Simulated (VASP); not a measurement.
# C (R-3m) in VASP: further runs, part 2 of 2

VASP 6.6.1.

## 5. Single point, PBE

This run uses another cell than the first one, of 5.46 Å³/atom.

INCAR reads:

```
PREC = Accurate
ENCUT = 520
EDIFF = 1E-6
ISMEAR = 0
SIGMA = 0.05
LREAL = F
LASPH = T
NELM = 100
ALGO = Normal
ISIF = 2
LWAVE = F
LCHARG = F
GGA = PE
NBANDS = 31
```

KPOINTS reads:

```
regular mesh
0
Gamma
  12 12 12
```

POSCAR reads:

```
C
1.0
    1.2850000000      0.7418950959      9.5376666667
   -1.2850000000      0.7418950959      9.5376666667
    0.0000000000     -1.4837901918      9.5376666667
C
10
Direct
    0.0248257000      0.0248257000      0.0248257000
    0.9751743000      0.9751743000      0.9751743000
    0.1086810650      0.1086810650      0.1086810650
    0.8913189350      0.8913189350      0.8913189350
    0.1583663742      0.1583663742      0.1583663742
    0.8416336258      0.8416336258      0.8416336258
    0.3748589682      0.3748589682      0.3748589682
    0.6251410318      0.6251410318      0.6251410318
    0.4253192967      0.4253192967      0.4253192967
    0.5746807033      0.5746807033      0.5746807033
```

Potentials or basis: VASP PAW PBE potentials, release 64 (C).

Launch:

```bash
> cat potpaw_PBE.64/C/POTCAR > POTCAR
> mpirun -np 1 vasp_std > vasp.out
```

OUTCAR:

```text
PREC = Accurate
   ENCUT = 520
   EDIFF = 1E-6
   ISMEAR = 0
   LREAL = F
   LASPH = T
   NELM = 100
   ISIF = 2
   GGA = PE

 ion  position               nearest neighbor table
   1  0.025  0.025  0.025-   2 1.42   7 1.56   7 1.56   7 1.56
   2  0.975  0.975  0.975-   1 1.42   8 1.56   8 1.56   8 1.56
   3  0.109  0.109  0.109-   5 1.42   9 1.56   9 1.56   9 1.56
   4  0.891  0.891  0.891-   6 1.42  10 1.56  10 1.56  10 1.56
   5  0.158  0.158  0.158-   3 1.42   6 1.56   6 1.56   6 1.56
   6  0.842  0.842  0.842-   4 1.42   5 1.56   5 1.56   5 1.56
   7  0.375  0.375  0.375-   9 1.44   1 1.56   1 1.56   1 1.56
   8  0.625  0.625  0.625-  10 1.44   2 1.56   2 1.56   2 1.56
   9  0.425  0.425  0.425-   7 1.44   3 1.56   3 1.56   3 1.56
  10  0.575  0.575  0.575-   8 1.44   4 1.56   4 1.56   4 1.56

  LATTYP: Found a trigonal (rhomboedric) cell.
 ALAT       =     9.6523944583
 COS(alpha) =     0.9645540902

  Lattice vectors:

 A1 = (   1.2850000000,   0.7418950959,   9.5376666667)
 A2 = (  -1.2850000000,   0.7418950959,   9.5376666667)
 A3 = (   0.0000000000,  -1.4837901918,   9.5376666667)

Analysis of symmetry for initial positions (statically):
=====================================================================
 Subroutine PRICEL returns:
 Original cell was already a primitive cell.

 Routine SETGRP: Setting up the symmetry group for a
 trigonal (rhombohedral) supercell.

 Subroutine GETGRP returns: Found 12 space group operations
 (whereof 12 operations were pure point group operations)
 out of a pool of 12 trial point group operations.

The static configuration has the point symmetry D_3d.

Analysis of symmetry for dynamics (positions and initial velocities):
=====================================================================
 Subroutine PRICEL returns:
 Original cell was already a primitive cell.

 Routine SETGRP: Setting up the symmetry group for a
 trigonal (rhombohedral) supercell.

 Subroutine GETGRP returns: Found 12 space group operations
 (whereof 12 operations were pure point group operations)
 out of a pool of 12 trial point group operations.

The dynamic configuration has the point symmetry D_3d.

 Subroutine INISYM returns: Found 12 space group operations
 (whereof 12 operations are pure point group operations),
 and found     1 'primitive' translations

----------------------------------------------------------------------------------------

                                     Primitive cell

  volume of cell :      54.5556

  direct lattice vectors                    reciprocal lattice vectors
     1.285000000  0.741895096  9.537666667     0.389105058  0.224649910  0.034949149
    -1.285000000  0.741895096  9.537666667    -0.389105058  0.224649910  0.034949149
     0.000000000 -1.483790192  9.537666667     0.000000000 -0.449299820  0.034949149

  length of vectors
     9.652394458  9.652394458  9.652394458     0.450657044  0.450657044  0.450657044

  position of ions in fractional coordinates (direct lattice)
     0.024825700  0.024825700  0.024825700
     0.975174300  0.975174300  0.975174300
     0.108681065  0.108681065  0.108681065
     0.891318935  0.891318935  0.891318935
[... 70 lines left out ...]
  0.500000  0.166667  0.000000     12.000000
 -0.416667  0.166667 -0.000000     12.000000
 [... further k-points ...]
   k-points           NKPTS =    189   k-points in BZ     NKDIM =    189   number of bands    NBANDS=     31
   number of dos      NEDOS =    301   number of ions     NIONS =     10
   total plane-waves  NPLWV = 373248
   dimension x,y,z NGX =    72 NGY =   72 NGZ =   72
   dimension x,y,z NGXF=   144 NGYF=  144 NGZF=  144
   ions per type =              10
   NGX,Y,Z   is equivalent  to a cutoff of  12.40, 12.40, 12.40 a.u.
   NGXF,Y,Z  is equivalent  to a cutoff of  24.80, 24.80, 24.80 a.u.
 SYSTEM =  unknown system
   PREC   = accura    normal or accurate (medium, high low for compatibility)
   ISTART =      0    job   : 0-new  1-cont  2-samecut
   ICHARG =      2    charge: 1-file 2-atom 10-const
   ISPIN  =      1    spin polarized calculation?
   LNONCOLLINEAR =      F non collinear calculations
   LSORBIT =      F    spin-orbit coupling
   LASPH  =      T    aspherical Exc in radial PAW
   ENCUT  =  520.0 eV  38.22 Ry    6.18 a.u.  17.95 17.95 17.95*2*pi/ulx,y,z
   NELM   =    100;   NELMIN=  2; NELMDL= -5     # of ELM steps
   EDIFF  = 0.1E-05   stopping-criterion for ELM
   LREAL  =      F    real-space projection
   EDIFFG = 0.1E-04   stopping-criterion for IOM
   NSW    =      0    number of steps for IOM
   IBRION =     -1    ionic relax: 0-MD 1-quasi-New 2-CG
   NFREE  =      0    steps in history (QN), initial steepest desc. (CG)
   ISIF   =      2    stress and relaxation
   ISYM   =      2    0-nonsym 1-usesym 2-fastsym
   POTIM  = 0.5000    time-step for ionic-motion
   TEBEG  =    0.0;   TEEND  =   0.0 temperature during run
   PSTRESS=    0.0 pullay stress
   NELECT =      40.0000    total number of electrons
   NUPDOWN=      -1.0000    fix difference up-down
   EMIN   =  10.00;   EMAX   =-10.00  energy-range for DOS
   EFERMI =   0.00;   METHOD = LEGACY
   ISMEAR =     0;   SIGMA  =   0.05  broadening in eV -4-tet -1-fermi 0-gaus
   EFERMI_NEDOS =   21; number of points for ismear=-14 and -15
   IALGO  =     38    algorithm
   IMIX   =      4    mixing-type and parameters
     AMIX     =   0.40;   BMIX     =  1.00
     AMIX_MAG =   1.60;   BMIX_MAG =  1.00
  volume/ion in A,a.u.               =       5.46        36.82
  Fermi-wavevector in a.u.,A,eV,Ry     =   1.476211  2.789635 29.649808  2.179199
  Thomas-Fermi vector in A             =   2.590766
   LORBIT       =      0    0 simple, 1 ext, 2 COOP (PROOUT), +10 PAW based schemes
   GGA     = PE    functional components
   LHFCALC =     F    Hartree Fock is set to
   AEXX    =    0.0000 exact exchange contribution
   IVDW    =     0    specifies the selected vdW correction
   LEPSILON=     F    determine dielectric tensor
   LRPA    =     F    only Hartree local field effects (RPA)
 non-spin polarized calculation
 Gauss-broadening in eV      SIGMA  =   0.05
  energy-cutoff  :      520.00
  volume of cell :       54.56
 maximum number of plane-waves:      1484
   NGX = 35   NGY = 35   NGZ = 35

 number of electron      40.0000000 magnetization

 Free energy of the ion-electron system (eV)
  ---------------------------------------------------
  ext. energy  EPLUGINS =         0.00000000
  ---------------------------------------------------
  free energy    TOTEN  =       -89.00364823 eV

  energy without entropy =      -89.00364823  energy(sigma->0) =      -89.00364823

 E-fermi :  10.7519     XC(G=0): -13.4354

 val. band max:       10.5473297199   @ k =   0.0000   0.0000   0.0000
 cond. band min:      13.7170831575   @ k =   0.5000   0.5000   0.0000
 fundamental gap:      3.1697534376
 Fermi energy:        10.7518964604

 k-point     1 :       0.0000    0.0000    0.0000
  band No.  band energies     occupation
      1     -11.7606      2.00000
      2     -10.4926      2.00000
      3     -10.4521      2.00000
      4      -6.6976      2.00000
      5      -6.6800      2.00000
      6      -0.7069      2.00000
[... 805 lines left out ...]
     30      21.6456      0.00000
     31      21.9150      0.00000

 [... further k-points ...]

------------------------ aborting loop because EDIFF is reached ----------------------------------------

  FORCE on cell =-STRESS in cart. coord.  units (eV):
  Direction    XX          YY          ZZ          XY          YZ          ZX
  --------------------------------------------------------------------------------------
  -------------------------------------------------------------------------------------
  Total       -7.0199752     -7.0199752     43.3412536      0.0000000      0.0000000      0.0000000
  in kB     -206.1612990   -206.1612990   1272.8377073      0.0000000      0.0000000      0.0000000
  external PRESSURE =     286.8383698 kB  Pullay stress =       0.0000000 kB

 VOLUME and BASIS-vectors are now :
 -----------------------------------------------------------------------------
  energy-cutoff  :      520.00
  volume of cell :       54.56
      direct lattice vectors                 reciprocal lattice vectors
     1.285000000  0.741895096  9.537666667     0.389105058  0.224649910  0.034949149
    -1.285000000  0.741895096  9.537666667    -0.389105058  0.224649910  0.034949149
     0.000000000 -1.483790192  9.537666667     0.000000000 -0.449299820  0.034949149

 POSITION                                       TOTAL-FORCE (eV/Angst)
 -----------------------------------------------------------------------------------
      0.00000      0.00000      0.71034         0.000000      0.000000      1.021659
      0.00000      0.00000     27.90266         0.000000     -0.000000     -1.021659
      0.00000      0.00000      3.10969         0.000000      0.000000     -0.998716
      0.00000      0.00000     25.50331         0.000000     -0.000000      0.998716
      0.00000      0.00000      4.53134         0.000000      0.000000      1.397555
      0.00000      0.00000     24.08166         0.000000     -0.000000     -1.397555
      0.00000      0.00000     10.72584         0.000000     -0.000000     -1.279078
      0.00000      0.00000     17.88716         0.000000     -0.000000      1.279078
      0.00000      0.00000     12.16966         0.000000     -0.000000      1.283593
      0.00000      0.00000     16.44334         0.000000     -0.000000     -1.283593
 -----------------------------------------------------------------------------------
    total drift:                               -0.000000     -0.000000      0.000000

  FREE ENERGIE OF THE ION-ELECTRON SYSTEM (eV)
  ---------------------------------------------------
  free  energy   TOTEN  =       -89.0036482297 eV

  energy  without entropy=      -89.0036482297  energy(sigma->0) =      -89.00364823
```

Run time: 59 min. Hardware: 1 thread of Intel Xeon Platinum 8488C (Sapphire Rapids), shared host; peak memory 0.81 GiB.

What came out:

- Free energy: -89.0036 eV
- Pressure: 28.7 GPa
- Largest force: 1.398 eV/Å
- Band gap on the k mesh: 3.17 eV (least direct gap 4.16 eV)

Forces in eV/Å, atoms in the order of the input:
```
C    0.000  0.000  1.022
C    0.000  0.000 -1.022
C    0.000  0.000 -0.999
C    0.000  0.000  0.999
C    0.000  0.000  1.398
C    0.000  0.000 -1.398
C    0.000  0.000 -1.279
C    0.000  0.000  1.279
C    0.000  0.000  1.284
C    0.000  0.000 -1.284
```

Stress tensor (GPa, compression positive):
```
-20.62   0.00   0.00
  0.00 -20.62   0.00
  0.00   0.00 127.28
```

Levels at points of the mesh, in eV from the valence-band top:
```
           k point  band 16  band 17  band 18  band 19  band 20  band 21  band 22  band 23  band 24  band 25
(0.00, 0.00, 0.00)    -2.00    -2.00    -0.60     0.00     0.00     4.16     4.16     6.09     6.11     6.11
(0.50, 0.00, 0.00)    -4.89    -4.83    -4.78    -3.58    -2.58     3.45     3.50     5.79     6.07     7.50
(0.50, 0.50, 0.00)    -5.46    -4.20    -4.13    -3.36    -3.33     3.17     4.32     4.52     6.94     7.66
(0.50, 0.50, 0.50)    -1.61    -0.79    -0.79    -0.73    -0.73     4.93     4.93     5.08     5.08     6.12
```

Caveat: the cell stands under pressure; forces of over 1 eV/Å act on the atoms, so gaps and moduli don't describe the material at rest.

## 6. Single point, PBE

This run uses another cell than the first one, of 5.47 Å³/atom.

INCAR reads:

```
PREC = Accurate ; ENCUT = 520
EDIFF = 1E-7 ; ISMEAR = 0
SIGMA = 0.05 ; LREAL = F
LASPH = T ; NELM = 100
ALGO = Normal ; ISIF = 2
LWAVE = F ; LCHARG = F
GGA = PE ; NBANDS = 31
```

KPOINTS reads:

```
Automatic mesh
0
Gamma
  12 12 12
```

Edit POSCAR of step 5 so:

```diff
@@ -2,5 +2,5 @@
 1.0
-    1.2850000000      0.7418950959      9.5376666667
-   -1.2850000000      0.7418950959      9.5376666667
-    0.0000000000     -1.4837901918      9.5376666667
+    1.2346000000      0.7127966423     10.3670139469
+   -1.2346000000      0.7127966423     10.3670139469
+    0.0000000000     -1.4255932847     10.3670139469
 C
```

Potentials or basis: VASP PAW PBE potentials, release 64 (C).

Launch:

```bash
> cat potpaw_PBE.64/C/POTCAR > POTCAR
> mpirun -np 1 vasp_std > vasp.out
```

Run time: 68 min. Hardware: 1 thread of Intel Xeon Platinum 8488C (Sapphire Rapids), shared host; peak memory 0.96 GiB.

Results (log left out):

```
Free energy            : -90.6550 eV
Pressure               : 19.9 GPa
Largest force          : 0.122 eV/Å
Band gap on the k mesh : 4.69 eV (least direct gap 5.09 eV)
```

Forces in eV/Å, atoms in the order of the input:
```
C    0.000  0.000 -0.072
C    0.000  0.000  0.072
C    0.000  0.000  0.070
C    0.000  0.000 -0.070
C    0.000  0.000 -0.106
C    0.000  0.000  0.106
C    0.000  0.000  0.121
C    0.000  0.000 -0.121
C    0.000  0.000 -0.122
C    0.000  0.000  0.122
```

Stress tensor (GPa, compression positive):
```
28.54  0.00  0.00
 0.00 28.54  0.00
 0.00  0.00  2.50
```

Levels at points of the mesh, in eV from the valence-band top:
| k point | band 18 | band 19 | band 20 | band 21 | band 22 | band 23 |
| --- | --- | --- | --- | --- | --- | --- |
| (0.00, 0.00, 0.00) | -0.21 | 0.00 | 0.00 | 5.09 | 5.66 | 5.66 |
| (0.50, 0.00, 0.00) | -4.53 | -3.72 | -3.12 | 5.18 | 5.18 | 6.07 |
| (0.50, 0.50, 0.00) | -4.25 | -3.57 | -3.57 | 4.98 | 5.28 | 5.83 |
| (0.50, 0.50, 0.50) | -0.44 | -0.40 | -0.40 | 6.13 | 6.13 | 6.22 |

Caveat: the cell stands under pressure. A k mesh can miss the band edges.

## 7. The runs side by side

| cell | gap on the mesh (eV) | pressure (GPa) | largest force (eV/Å) |
| --- | --- | --- | --- |
| a = 11.011 Å, angles 12.7°, 10 atoms | 3.33 | 8.3 | 0.17 |
| a = 10.197 Å, angles 14.3°, 10 atoms | 4.11 | 4.6 | 0.23 |
| a = 10.193 Å, angles 14.1°, 10 atoms | 4.43 | 23.3 | 0.13 |
| a = 9.652 Å, angles 15.3°, 10 atoms | 3.17 | 28.7 | 1.40 |
| a = 10.465 Å, angles 13.6°, 10 atoms | 4.69 | 19.9 | 0.12 |

Alike in all rows: task single point; level PBE; potentials or basis VASP PAW PBE potentials, release 64 (C); no spin polarisation; k mesh 12 × 12 × 12; cutoff (eV) 520; smearing gaussian 0.05 eV.

Caveats: the cell stands under pressure; forces of over 1 eV/Å act on the atoms, so gaps and moduli don't describe the material at rest (at least some runs).

Absolute energies hang on the potentials; compare differences alone.
